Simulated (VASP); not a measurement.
Crystal: Si.

```
Si
1.0
    -2.35546    2.35546    1.32034
     2.35546   -2.35546    1.32034
     2.35546    2.35546   -1.32034
Si
2
Direct
  0.50000 0.50000 0.00000
  0.25000 0.75000 0.50000
```

This cell differs from its parent crystal: volume scaled by 0.98.

Base run:

| Quantity | Value |
| --- | --- |
| Program | VASP 6.6.1 |
| Functional | PBEsol |
| Potentials or basis | VASP PAW PBE potentials, release 64 (Si) |
| Cutoff | 520 eV |
| k mesh | 11 × 11 × 11 |
| Occupations | fermi-dirac, width 0.05 eV |
| Spin | no spin polarisation |

Its results: band gap on the k mesh zero (band 4 reaches 11.99 eV, above the bottom of band 5 at 5.87 eV); pressure 3.4 GPa.

Question: The run is repeated on the same cell with these changes: functional from PBEsol to PBE. What comes out?

Answer: Band gap on the k mesh zero (band 4 reaches 12.04 eV, above the bottom of band 5 at 5.93 eV); pressure 5.7 GPa.

PBE binds less tightly than PBEsol, so the same cell stands under more pressure.

Caveats: the PAW data sets were made with another functional, which shifts forces and pressure a little (some runs).
